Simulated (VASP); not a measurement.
Runs of VASP 6.6.1 on In. The structure is that of space group Fm-3m (No. 225), or close to it. The cells are those of the table. 

```csv
task,cell,k mesh,cutoff (eV),gap on the mesh (eV),pressure (GPa)
relaxation of cell and atoms,"relaxed from a = 3.331 Å, angles 60.0°, 1 atom",12 × 12 × 12,600,none,0.0
single point,"a = 3.529 Å, angles 60.0°, 1 atom",13 × 13 × 13,520,none,-1.9
single point,"a = 3.393 Å, angles 60.0°, 1 atom",13 × 13 × 13,520,none,(b)
single point,"a = 3.485 Å, angles 60.0°, 1 atom",13 × 13 × 13,520,none,-1.1
single point,"a = 3.440 Å, angles 60.0°, 1 atom",18 × 18 × 18,520,none,0.0
single point,"a = 3.440 Å, angles 60.0°, 1 atom",13 × 13 × 13,520,none,0.0
single point,"a = 3.440 Å, angles 60.0°, 1 atom",12 × 12 × 12,520,none,-0.1
single point,"a = 3.345 Å, angles 60.0°, 1 atom",13 × 13 × 13,520,none,(a)
single point,"a = 3.572 Å, angles 60.0°, 1 atom",13 × 13 × 13,520,none,-2.5
single point,"a = 3.296 Å, angles 60.0°, 1 atom",13 × 13 × 13,520,none,5.4
```

Alike in all rows: level RPBE; potentials or basis VASP PAW PBE potentials, release 64 (In_d); no spin polarisation; smearing fermi-dirac 0.1 eV.

Estimate the missing entries.

(a) 3.1; (b) 1.3.

Caveats: the PAW data sets were made with another functional, which shifts forces and pressure a little; spin-orbit coupling is left out, which moves the levels of the heavy elements.

A k mesh can miss the band edges, and the runs leave out spin-orbit coupling on In.

A gap of «none» marks levels without a gap at the run's occupations.
